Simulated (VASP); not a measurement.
A run of VASP 6.6.1:

INCAR

```
PREC = Accurate
ENCUT = 600
EDIFF = 1E-6
ISMEAR = 0
SIGMA = 0.1
LREAL = F
LASPH = T
NELM = 100
ALGO = Fast
ISIF = 3
LWAVE = F
LCHARG = F
GGA = PE
IBRION = 2
NSW = 90
EDIFFG = -0.04
```

KPOINTS

```
regular mesh
0
Gamma
  6 6 2
```

POSCAR

```
Na2W5
1.0
    3.4366095765      0.0000000000      0.0000000000
    0.0000000000      3.4366095765      0.0000000000
    0.0000000000      0.0000000000     11.4743100659
Na W
2 5
Direct
    0.0000000000      0.0000000000      0.5000000000
    0.5000000000      0.5000000000      0.0000000000
    0.0000000000      0.0000000000      0.1828735156
    0.0000000000      0.0000000000      0.8171264844
    0.5000000000      0.5000000000      0.2796846722
    0.5000000000      0.5000000000      0.7203153278
    0.5000000000      0.5000000000      0.5000000000
```

Potentials or basis: VASP PAW PBE potentials, release 64 (Na_pv, W_sv).

Command:

```sh
$ cat potpaw_PBE.64/Na_pv/POTCAR potpaw_PBE.64/W_sv/POTCAR > POTCAR
$ mpirun -np 1 vasp_std > vasp.out
```

Hardware: 1 thread of Intel(R) Xeon(R) 6975P-C (Granite Rapids) (shared host).

Question: Estimate the wall time of this run.

Answer: Run time: 6.2 min on 1 thread of Intel(R) Xeon(R) 6975P-C (Granite Rapids), with other jobs on the host, peak memory 0.34 GiB. Counts: scf iterations 69, k points 20, ion steps 6.
